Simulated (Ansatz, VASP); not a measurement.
## Two plane-wave programs on Yb

```xyz
1
Lattice="-2.0654 2.1515 2.1515 2.1515 -2.0654 2.1515 2.1515 2.1515 -2.0654" Properties=species:S:1:pos:R:3 pbc="T T T"
Yb    0.0000    0.0000    0.0000
```

Change from the starting cell: equal xy, yz and zx shear strains of +4 %, PAW files.

Alike in both runs: task electric field gradients; functional PBEsol; k mesh 12 × 12 × 12; occupations fermi-dirac, width 0.05 eV; no spin polarisation.

|  | VASP | Ansatz |
| --- | --- | --- |
| version | VASP 6.6.1 | Ansatz 0.2.0 |
| potentials or method | VASP PAW PBE potentials, release 64 (Yb) | PAW with Ansatz's default frozen-core files, scalar-relativistic |
| plane-wave cutoff (eV) | 520 | 420 |
| valence electrons in the cell | 24 | 24 |

```tsv
	VASP	Ansatz	Ansatz less VASP
pressure (GPa)	-3.6	-3.4	+0.26
traceless stress, the component that is largest in VASP (GPa)	-0.73	-0.74	-0.002
size of Vzz on the site where it differs most (V/Å²)	18.8	21.2	+2.43
```

VASP's potentials were made for PBE, not for PBEsol.

Spin-orbit coupling is off throughout.
